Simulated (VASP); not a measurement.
# BeS (F-43m) in VASP: further runs

Runs on BeS. Level: LDA. Tasks: relaxation of cell and atoms.

All numbers are computed with VASP 6.6.1; they aren't measurements. Logs are shortened: lines on timing, memory, paths and dates and some standing lists are left out, and cuts for length are marked.

**1. The cell of the first run**

The structure is cubic, space group F-43m (No. 216). The conventional cell has a = 4.796 Å, b = 4.796 Å, c = 4.796 Å, α = 90.00°, β = 90.00°, γ = 90.00°. Within 2.7 Å of Be (site symmetry -43m) lie 4 S at 2.08 Å. Within 2.7 Å of S (site symmetry -43m) lie 4 Be at 2.08 Å.

**2. Relaxation of cell and atoms, LDA, target pressure 7 GPa, at which the enthalpy is minimised**

INCAR

```
PREC = Accurate ; ENCUT = 600
EDIFF = 1E-6 ; ISMEAR = 0
SIGMA = 0.01 ; LREAL = F
LASPH = T ; NELM = 60
ALGO = Normal ; ISIF = 3
LWAVE = F ; LCHARG = F
GGA = CA ; IBRION = 2
NSW = 100 ; EDIFFG = -0.002
PSTRESS = 70.0
```

KPOINTS

```
regular mesh
0
Gamma
  8 8 8
```

POSCAR

```
BeS
1.0
    2.3981680588      2.3981680588      0.0000000000
   -2.3981680588      2.3981680588      0.0000000000
    0.0000000000      2.3981680588      2.3981680588
Be S
1 1
Direct
    0.0000000000      0.0000000000      0.0000000000
    0.7500000000      0.2500000000      0.5000000000
```

Potentials or basis: VASP PAW LDA potentials, release 64 (Be, S).

On the command line:

```
$ cat potpaw_LDA.64/Be/POTCAR potpaw_LDA.64/S/POTCAR > POTCAR
$ mpirun -np 1 vasp_std > vasp.out
```

OUTCAR:

```text
PREC = Accurate
   ENCUT = 600
   EDIFF = 1E-6
   ISMEAR = 0
   LREAL = F
   LASPH = T
   NELM = 60
   ISIF = 3
   GGA = CA
   IBRION = 2
   NSW = 100
   EDIFFG = -0.002
   PSTRESS = 70.0

 ion  position               nearest neighbor table
   1  0.000  0.000  0.000-   2 2.08   2 2.08   2 2.08   2 2.08
   2  0.750  0.250  0.500-   1 2.08   1 2.08   1 2.08   1 2.08

  LATTYP: Found a face centered cubic cell.
 ALAT       =     4.7963361176

  Lattice vectors:

 A1 = (   0.0000000000,   2.3981680588,   2.3981680588)
 A2 = (   2.3981680588,   0.0000000000,   2.3981680588)
 A3 = (   2.3981680588,   2.3981680588,   0.0000000000)

Analysis of symmetry for initial positions (statically):
=====================================================================
 Subroutine PRICEL returns:
 Original cell was already a primitive cell.

 Routine SETGRP: Setting up the symmetry group for a
 face centered cubic supercell.

 Subroutine GETGRP returns: Found 24 space group operations
 (whereof 24 operations were pure point group operations)
 out of a pool of 48 trial point group operations.

The static configuration has the point symmetry T_d .

Analysis of symmetry for dynamics (positions and initial velocities):
=====================================================================
 Subroutine PRICEL returns:
 Original cell was already a primitive cell.

 Routine SETGRP: Setting up the symmetry group for a
 face centered cubic supercell.

 Subroutine GETGRP returns: Found 24 space group operations
 (whereof 24 operations were pure point group operations)
 out of a pool of 48 trial point group operations.

The dynamic configuration has the point symmetry T_d .

 Subroutine INISYM returns: Found 24 space group operations
 (whereof 24 operations are pure point group operations),
 and found     1 'primitive' translations

----------------------------------------------------------------------------------------

                                     Primitive cell

  volume of cell :      27.5847

  direct lattice vectors                    reciprocal lattice vectors
     2.398168059  2.398168059  0.000000000     0.208492477  0.208492477 -0.208492477
    -2.398168059  2.398168059  0.000000000    -0.208492477  0.208492477 -0.208492477
     0.000000000  2.398168059  2.398168059     0.000000000  0.000000000  0.416984955

  length of vectors
     3.391521794  3.391521794  3.391521794     0.361119564  0.361119564  0.416984955

  position of ions in fractional coordinates (direct lattice)
     0.000000000  0.000000000  0.000000000
     0.750000000  0.250000000  0.500000000

  ion indices of the primitive-cell ions
   primitive index   ion index
                 1           1
                 2           2

----------------------------------------------------------------------------------------

 KPOINTS: regular mesh

Automatic generation of k-mesh.
 Grid dimensions read from file:
 generate k-points for:    8    8    8

 Generating k-lattice:

  Cartesian coordinates                     Fractional coordinates (reciprocal lattice)
     0.026061560  0.026061560 -0.026061560     0.125000000  0.000000000  0.000000000
    -0.026061560  0.026061560 -0.026061560     0.000000000  0.125000000  0.000000000
     0.000000000  0.000000000  0.052123119     0.000000000  0.000000000  0.125000000

  Length of vectors
     0.045139945  0.045139945  0.052123119

  Shift w.r.t. Gamma in fractional coordinates (k-lattice)
     0.000000000  0.000000000  0.000000000

 Subroutine IBZKPT returns following result:
 ===========================================

 Found     29 irreducible k-points:

 Following reciprocal coordinates:
            Coordinates               Weight
  0.000000  0.000000  0.000000      1.000000
  0.125000  0.000000  0.000000      8.000000
  0.250000  0.000000  0.000000      8.000000
  0.375000  0.000000  0.000000      8.000000
  0.500000  0.000000  0.000000      4.000000
  0.125000  0.125000  0.000000     12.000000
[... 16 lines left out ...]
  0.375000  0.250000  0.125000     48.000000
  0.500000  0.250000  0.125000     24.000000
 [... further k-points ...]
   k-points           NKPTS =     29   k-points in BZ     NKDIM =     29   number of bands    NBANDS=      8
   number of dos      NEDOS =    301   number of ions     NIONS =      2
   total plane-waves  NPLWV =  21952
   dimension x,y,z NGX =    28 NGY =   28 NGZ =   28
   dimension x,y,z NGXF=    56 NGYF=   56 NGZF=   56
   ions per type =               1   1
   NGX,Y,Z   is equivalent  to a cutoff of  13.73, 13.73, 13.73 a.u.
   NGXF,Y,Z  is equivalent  to a cutoff of  27.45, 27.45, 27.45 a.u.
 SYSTEM =  unknown system
   PREC   = accura    normal or accurate (medium, high low for compatibility)
   ISTART =      0    job   : 0-new  1-cont  2-samecut
   ICHARG =      2    charge: 1-file 2-atom 10-const
   ISPIN  =      1    spin polarized calculation?
   LNONCOLLINEAR =      F non collinear calculations
   LSORBIT =      F    spin-orbit coupling
   LASPH  =      T    aspherical Exc in radial PAW
   ENCUT  =  600.0 eV  44.10 Ry    6.64 a.u.   6.77  6.77  6.77*2*pi/ulx,y,z
   NELM   =     60;   NELMIN=  2; NELMDL= -5     # of ELM steps
   EDIFF  = 0.1E-05   stopping-criterion for ELM
   LREAL  =      F    real-space projection
   EDIFFG = -.2E-02   stopping-criterion for IOM
   NSW    =    100    number of steps for IOM
   IBRION =      2    ionic relax: 0-MD 1-quasi-New 2-CG
   NFREE  =      1    steps in history (QN), initial steepest desc. (CG)
   ISIF   =      3    stress and relaxation
   ISYM   =      2    0-nonsym 1-usesym 2-fastsym
   POTIM  = 0.5000    time-step for ionic-motion
   TEBEG  =    0.0;   TEEND  =   0.0 temperature during run
   PSTRESS=   70.0 pullay stress
   NELECT =       8.0000    total number of electrons
   NUPDOWN=      -1.0000    fix difference up-down
   EMIN   =  10.00;   EMAX   =-10.00  energy-range for DOS
   EFERMI =   0.00;   METHOD = LEGACY
   ISMEAR =     0;   SIGMA  =   0.01  broadening in eV -4-tet -1-fermi 0-gaus
   EFERMI_NEDOS =   21; number of points for ismear=-14 and -15
   IALGO  =     38    algorithm
   IMIX   =      4    mixing-type and parameters
     AMIX     =   0.40;   BMIX     =  1.00
     AMIX_MAG =   1.60;   BMIX_MAG =  1.00
  volume/ion in A,a.u.               =      13.79        93.08
  Fermi-wavevector in a.u.,A,eV,Ry     =   1.083632  2.047768 15.976759  1.174259
  Thomas-Fermi vector in A             =   2.219703
   LORBIT       =      0    0 simple, 1 ext, 2 COOP (PROOUT), +10 PAW based schemes
   GGA     = CA    functional components
   LHFCALC =     F    Hartree Fock is set to
   AEXX    =    0.0000 exact exchange contribution
   IVDW    =     0    specifies the selected vdW correction
   LEPSILON=     F    determine dielectric tensor
   LRPA    =     F    only Hartree local field effects (RPA)
 conjugate gradient relaxation of ions
 non-spin polarized calculation
 Gauss-broadening in eV      SIGMA  =   0.01
  energy-cutoff  :      600.00
  volume of cell :       27.58
 maximum number of plane-waves:       941
   NGX = 13   NGY = 13   NGZ = 13

--------------------------------------- Ionic step        1  -------------------------------------------

 number of electron       8.0000001 magnetization

 Free energy of the ion-electron system (eV)
  ---------------------------------------------------
  ext. energy  EPLUGINS =         0.00000000
  ---------------------------------------------------
  free energy    TOTEN  =       -11.14260797 eV

  energy without entropy =      -11.14260797  energy(sigma->0) =      -11.14260797

------------------------ aborting loop because EDIFF is reached ----------------------------------------

  FORCE on cell =-STRESS in cart. coord.  units (eV):
  Direction    XX          YY          ZZ          XY          YZ          ZX
  --------------------------------------------------------------------------------------
  -------------------------------------------------------------------------------------
  Total        0.0109140      0.0109140      0.0109140      0.0000000     -0.0000000      0.0000000
  in kB        0.6339071      0.6339071      0.6339071      0.0000000     -0.0000000      0.0000000
  external PRESSURE =     -69.3660929 kB  Pullay stress =      70.0000000 kB

 VOLUME and BASIS-vectors are now :
 -----------------------------------------------------------------------------
  energy-cutoff  :      600.00
  volume of cell :       27.58
      direct lattice vectors                 reciprocal lattice vectors
     2.398168059  2.398168059  0.000000000     0.208492477  0.208492477 -0.208492477
    -2.398168059  2.398168059  0.000000000    -0.208492477  0.208492477 -0.208492477
     0.000000000  2.398168059  2.398168059     0.000000000  0.000000000  0.416984955
[... 46 lines left out ...]
  FREE ENERGIE OF THE ION-ELECTRON SYSTEM (eV)
  ---------------------------------------------------
  free  energy   TOTEN  =       -11.0704017074 eV

  energy  without entropy=      -11.0704017074  energy(sigma->0) =      -11.07040171

  enthalpy is  TOTEN    =        -9.9663938695 eV   P V=        1.1040078379

--------------------------------------- Ionic step        3  -------------------------------------------

 number of electron       8.0000000 magnetization

 Free energy of the ion-electron system (eV)
  ---------------------------------------------------
  ext. energy  EPLUGINS =         0.00000000
  ---------------------------------------------------
  free energy    TOTEN  =       -11.10851495 eV

  energy without entropy =      -11.10851495  energy(sigma->0) =      -11.10851495

 E-fermi :   5.1122     XC(G=0): -10.3677

 val. band max:        5.0513634385   @ k =   0.0000   0.0000   0.0000
 cond. band min:       7.7360594120   @ k =   0.5000   0.5000   0.0000
 fundamental gap:      2.6846959736
 Fermi energy:         5.1122096453

 k-point     1 :       0.0000    0.0000    0.0000
  band No.  band energies     occupation
      1      -9.2705      2.00000
      2       5.0514      2.00000
      3       5.0514      2.00000
      4       5.0514      2.00000
      5      10.5382      0.00000
      6      10.5382      0.00000
      7      10.5382      0.00000
      8      11.5486      0.00000

 k-point     2 :       0.1250    0.0000    0.0000
  band No.  band energies     occupation
      1      -9.0692      2.00000
      2       3.7157      2.00000
      3       4.8148      2.00000
      4       4.8148      2.00000
      5      10.6709      0.00000
      6      10.9439      0.00000
      7      10.9439      0.00000
      8      12.7736      0.00000
[... 221 lines left out ...]
 k-point    23 :       0.3750    0.2500    0.1250
  band No.  band energies     occupation
      1      -7.3851      2.00000
      2      -0.1790      2.00000
      3       2.0270      2.00000
      4       3.2123      2.00000
      5      10.9113      0.00000
      6      11.8651      0.00000
      7      13.8026      0.00000
      8      14.5213      0.00000

 k-point    24 :       0.5000    0.2500    0.1250
  band No.  band energies     occupation
      1      -7.0404      2.00000
      2      -0.8392      2.00000
      3       1.9443      2.00000
      4       2.9232      2.00000
      5      10.9260      0.00000
      6      11.7423      0.00000
      7      14.5163      0.00000
      8      15.8598      0.00000

 [... further k-points ...]
[... 5 lines left out ...]
  --------------------------------------------------------------------------------------
  -------------------------------------------------------------------------------------
  Total        1.1324209      1.1324209      1.1324209      0.0000000      0.0000000      0.0000000
  in kB       69.8786431     69.8786431     69.8786431      0.0000000      0.0000000      0.0000000
  external PRESSURE =      -0.1213569 kB  Pullay stress =      70.0000000 kB

 VOLUME and BASIS-vectors are now :
 -----------------------------------------------------------------------------
  energy-cutoff  :      600.00
  volume of cell :       25.96
      direct lattice vectors                 reciprocal lattice vectors
     2.350253246  2.350253246 -0.000000000     0.212743031  0.212743031 -0.212743031
    -2.350253246  2.350253246 -0.000000000    -0.212743031  0.212743031 -0.212743031
    -0.000000000  2.350253246  2.350253246     0.000000000  0.000000000  0.425486063

 POSITION                                       TOTAL-FORCE (eV/Angst)
 -----------------------------------------------------------------------------------
      0.00000      0.00000     -0.00000         0.000000     -0.000000      0.000000
      1.17513      3.52538      1.17513        -0.000000      0.000000      0.000000
 -----------------------------------------------------------------------------------
    total drift:                                0.000000      0.000000      0.000000

  FREE ENERGIE OF THE ION-ELECTRON SYSTEM (eV)
  ---------------------------------------------------
  free  energy   TOTEN  =       -11.1085149466 eV

  energy  without entropy=      -11.1085149466  energy(sigma->0) =      -11.10851495

  enthalpy is  TOTEN    =        -9.9741274355 eV   P V=        1.1343875111

 reached required accuracy - stopping structural energy minimisation
```

Wall time 13 s (1 thread of AMD EPYC 7R43 (Zen 3), shared host); peak memory 0.1 GiB.

Results:

```
Free energy                                            : -11.1085 eV
Relaxed volume                                         : 12.98 Å³/atom
Relaxed cell                                           : a = 3.324 Å, b = 3.324 Å, c = 3.324 Å, α = 60.00°, β = 60.00°, γ = 90.00°
Space group after relaxing (to 0.05 Å)                 : F-43m (No. 216)
Energy change on relaxing (the enthalpy is what falls) : +17.0 meV/atom
Ionic steps                                            : 3
Pressure after relaxing                                : 7.0 GPa
Band gap on the k mesh                                 : 2.68 eV, indirect (least direct gap 5.49 eV)
```

The path:
```tsv
step	energy change (eV)	largest force (eV/Å)	pressure (GPa)	volume (Å³)
1	0.0000	0.0000	0.06	27.58
2	0.0722	0.0000	10.64	25.27
3	0.0341	0.0000	6.99	25.96
```

Final structure:
```
Be S
1.0
     2.35025    2.35025    0.00000
    -2.35025    2.35025    0.00000
     0.00000    2.35025    2.35025
Be S
1 1
Cartesian
  0.0000 0.0000 0.0000
  1.1751 3.5254 1.1751
```

Levels at points of the mesh, in eV from the valence-band top:
```csv
k point,band 1,band 2,band 3,band 4,band 5,band 6,band 7,band 8
"(0.00, 0.00, 0.00)",-14.32,0.00,0.00,0.00,5.49,5.49,5.49,6.50
"(0.50, 0.00, 0.00)",-12.42,-6.48,-1.18,-1.18,5.71,6.40,6.40,11.34
"(0.50, 0.50, 0.00)",-11.78,-5.54,-3.02,-3.02,2.68,4.71,13.38,13.38
```

Caveat: the cell is relaxed towards a set pressure, so the enthalpy falls and the energy may rise. A k mesh can miss the band edges.

(Part 1 of 2 ends here.)
